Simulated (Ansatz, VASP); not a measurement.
# Two plane-wave programs on SiO2

Contents of INCAR:

```
PREC = Accurate
ENCUT = 520
EDIFF = 1E-6
ISMEAR = 0
SIGMA = 0.05
LREAL = F
LASPH = T
NELM = 80
ALGO = Normal
ISIF = 2
LWAVE = F
LCHARG = T
LELF = T
LVHAR = T
NBANDS = 25
```

The input KPOINTS:

```
Automatic mesh
0
Gamma
  6 6 8
```

POSCAR

```
SiO2
1.0
    4.1053000000      0.0000000000      0.0000000000
    0.0000000000      4.1053000000      0.0000000000
    0.0000000000      0.0000000000      2.9807000000
Si O
2 4
Direct
    0.5000000000      0.5000000000      0.5000000000
    0.0000000000      0.0000000000      0.0000000000
    0.6944252994      0.6944252994      0.0000000000
    0.1944252994      0.8055747006      0.5000000000
    0.3055747006      0.3055747006      0.0000000000
    0.8055747006      0.1944252994      0.5000000000
```

Input for Ansatz:

```yaml
crystal:
  lattice:
    - [4.1053, 0.0, 0.0]
    - [0.0, 4.1053, 0.0]
    - [0.0, 0.0, 2.9807]
  atoms:
    - { symbol: Si, position: [0.5, 0.5, 0.5] }
    - { symbol: Si, position: [0.0, 0.0, 0.0] }
    - { symbol: O, position: [0.6944252994, 0.6944252994, 0.0] }
    - { symbol: O, position: [0.1944252994, 0.8055747006, 0.5] }
    - { symbol: O, position: [0.3055747006, 0.3055747006, 0.0] }
    - { symbol: O, position: [0.8055747006, 0.1944252994, 0.5] }
basis:
  ecutwfc: 520.0
kpoints:
  mp_grid: { grid: [6, 6, 8] }
hamiltonian:
  xc: lda
  pseudopotentials: { kind: paw, azcp: { folder: soft_1 } }
scf:
  occupations: { method: gaussian, width: 0.05 }
output:
  forces: true
  stress: true
  eigenvalues: true
```

Alike in both runs: task single point; functional LDA; k mesh 6 × 6 × 8; occupations gaussian, width 0.05 eV; no spin polarisation.

```csv
,VASP,Ansatz
version,VASP 6.6.1,Ansatz 0.2.0
potentials or method,"VASP PAW LDA potentials, release 64 (Si, O), cutoff 520 eV","scalar-relativistic, plane waves, PAW"
valence electrons in the cell,32,32
```

```tsv
	VASP	Ansatz	Ansatz less VASP
gap on the k mesh at the Fermi level (eV)	3.82	3.82	+0.001
least direct gap on the mesh (eV)	3.82	3.82	+0.001
pressure (GPa)	-25.6	-26.5	-0.83
traceless stress, the component that is largest in VASP (GPa)	-30.37	-30.41	-0.042
rms of the force components (eV/Å)	0.221	0.228	+0.0076
```

Ansatz warns that its potentials were made for another functional, while VASP's fit it. LDA's correlation is that of Perdew and Zunger in VASP and of Perdew and Wang (1992) in Ansatz. Atom by atom the forces differ by 0.008 eV/Å (rms over components).
